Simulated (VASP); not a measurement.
The system is Pd.

```
CELL_PARAMETERS angstrom
0.00000 1.94650 1.94650
1.94650 0.00000 1.94650
1.94650 1.94650 0.00000
ATOMIC_POSITIONS crystal
Pd 0.00000 0.00000 0.00000
```

* Program: VASP 6.6.1
* Task: relaxation of cell and atoms
* Functional: BLYP
* Dispersion: D4
* Potentials or basis: VASP PAW PBE potentials, release 64 (Pd)
* Cutoff: 600 eV
* k mesh: 12 × 12 × 12
* Occupations: fermi-dirac, width 0.05 eV
* Spin: no spin polarisation

At the start: pressure 8.3 GPa; volume 14.75 Å³/atom.

Question: Where does the relaxation end?

Answer: Over 4 steps the energy falls by 16.3 meV/atom and the volume is 15.41 Å³/atom (+4.5 %); space group Fm-3m (No. 225, to 0.05 Å).

Step by step:
| step | energy change (eV) | largest force (eV/Å) | pressure (GPa) | volume (Å³) |
| --- | --- | --- | --- | --- |
| 1 | 0.0000 | 0.0000 | 8.29 | 14.75 |
| 2 | 0.0145 | 0.0000 | -8.98 | 16.44 |
| 3 | -0.0163 | 0.0000 | -0.12 | 15.42 |
| 4 | -0.0163 | 0.0000 | 0.03 | 15.41 |

Final structure:
```yaml
crystal:
  lattice:
    - [0.00000, 1.97515, 1.97515]
    - [1.97515, 0.00000, 1.97515]
    - [1.97515, 1.97515, 0.00000]
  atoms:
    - { symbol: Pd, position: [0.00000, 0.00000, 0.00000] }
```

Caveat: the PAW data sets were made with another functional, which shifts forces and pressure a little; pairwise dispersion overbinds metals, which lowers pressure and volume.
